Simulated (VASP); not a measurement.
BiSe4: single point with PBE

Crystal: BiSe4.

```
CELL_PARAMETERS angstrom
-4.45890 4.45890 2.13420
4.45890 -4.45890 2.13420
4.45890 4.45890 -2.13420
ATOMIC_POSITIONS crystal
Bi 0.00000 0.00000 0.00000
Se 0.72169 0.18595 0.90764
Se 0.81405 0.72169 0.53574
Se 0.27831 0.81405 0.09236
Se 0.18595 0.27831 0.46426
```

The cell was generated, and may not be a known phase.

* Program: VASP 6.6.1
* Task: single point
* Functional: PBE
* Potentials or basis: VASP PAW PBE potentials, release 64 (Bi_d, Se)
* Cutoff: 520 eV
* k mesh: 10 × 10 × 10
* Occupations: gaussian, width 0.1 eV
* Spin: no spin polarisation

```json
{"Pressure": "0.0 GPa", "Largest force": "0.010 eV/Å", "Band gap on the k mesh": "zero (an odd number of electrons rules out a gap without spin polarisation)"}
```

Forces in eV/Å, atoms in the order of the input:
```
Bi   0.000  0.000  0.000
Se  -0.009 -0.005  0.000
Se  -0.005  0.009  0.000
Se   0.009  0.005  0.000
Se   0.005 -0.009  0.000
```

Levels at points of the mesh, in eV from the Fermi level:
```
           k point  band 16  band 17  band 18  band 19  band 20  band 21  band 22  band 23
(0.00, 0.00, 0.00)    -1.95    -1.77    -1.77    -0.33     0.11     0.48     1.63     2.67
(0.50, 0.00, 0.00)    -3.03    -2.14    -1.69    -1.29     1.85     1.93     2.22     2.34
(0.50, 0.50, 0.00)    -2.17    -1.91    -1.55    -1.38     0.06     0.83     1.82     1.97
(0.50, 0.50, 0.50)    -2.65    -2.27    -1.38    -1.35    -1.35     1.33     1.98     1.98
```

Run time: 5.7 min on 1 thread of Intel(R) Xeon(R) 6975P-C (Granite Rapids), on a shared host, peak memory 0.77 GiB.

Caveat: spin-orbit coupling is left out, which moves the levels of the heavy elements.
